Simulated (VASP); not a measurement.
La4TaO:

```
La Ta O
1.0
     0.00000    4.06950    4.06950
     4.06950    0.00000    4.06950
     4.06950    4.06950    0.00000
La Ta O
4 1 1
Direct
  0.37534 0.37534 0.87397
  0.87397 0.37534 0.37534
  0.37534 0.87397 0.37534
  0.37534 0.37534 0.37534
  0.75000 0.75000 0.75000
  0.00000 0.00000 0.00000
```

| Property | Result |
| --- | --- |
| Program | VASP 6.6.1 |
| Task | relaxation of cell and atoms |
| Functional | PBE |
| Potentials or basis | VASP PAW PBE potentials, release 64 (La, Ta_pv, O) |
| Cutoff | 600 eV |
| k mesh | 4 × 4 × 4 |
| Occupations | gaussian, width 0.1 eV |
| Spin | no spin polarisation |

At the start: pressure 14.9 GPa; volume 22.46 Å³/atom.

**Question.** Where does the relaxation end?

**Answer.** Over 6 steps the energy falls by 221.4 meV/atom and the volume is 28.31 Å³/atom (+26.0 %); space group F-43m (No. 216, to 0.05 Å).

The path:
| step | energy change (eV) | largest force (eV/Å) | pressure (GPa) | volume (Å³) |
| --- | --- | --- | --- | --- |
| 1 | 0.0000 | 0.0012 | 14.91 | 134.79 |
| 2 | -1.2554 | 0.2034 | -2.04 | 179.83 |
| 3 | -1.3244 | 0.1656 | 0.11 | 169.04 |
| 4 | -1.3245 | 0.1676 | -0.05 | 169.78 |
| 5 | -1.3280 | 0.0608 | -0.05 | 169.85 |
| 6 | -1.3286 | 0.0031 | -0.04 | 169.89 |

Final structure:
```cif
data_structure
_symmetry_space_group_name_H-M 'P 1'
_symmetry_Int_Tables_number 1
_cell_length_a 6.2167
_cell_length_b 6.2167
_cell_length_c 6.2167
_cell_angle_alpha 60.000
_cell_angle_beta 60.000
_cell_angle_gamma 60.000
_cell_volume 169.89
loop_
_atom_site_label
_atom_site_type_symbol
_atom_site_fract_x
_atom_site_fract_y
_atom_site_fract_z
_atom_site_occupancy
La1 La 0.37613 0.37613 0.87160 1
La2 La 0.87160 0.37613 0.37613 1
La3 La 0.37613 0.87160 0.37613 1
La4 La 0.37613 0.37613 0.37613 1
Ta1 Ta 0.75000 0.75000 0.75000 1
O1 O 0.00000 0.00000 0.00000 1
```

Caveat: the volume moved by over 15 % at a fixed basis, so the end points are rough; an odd number of electrons without spin polarisation forces a metal; a magnetic or distorted state may lie lower.
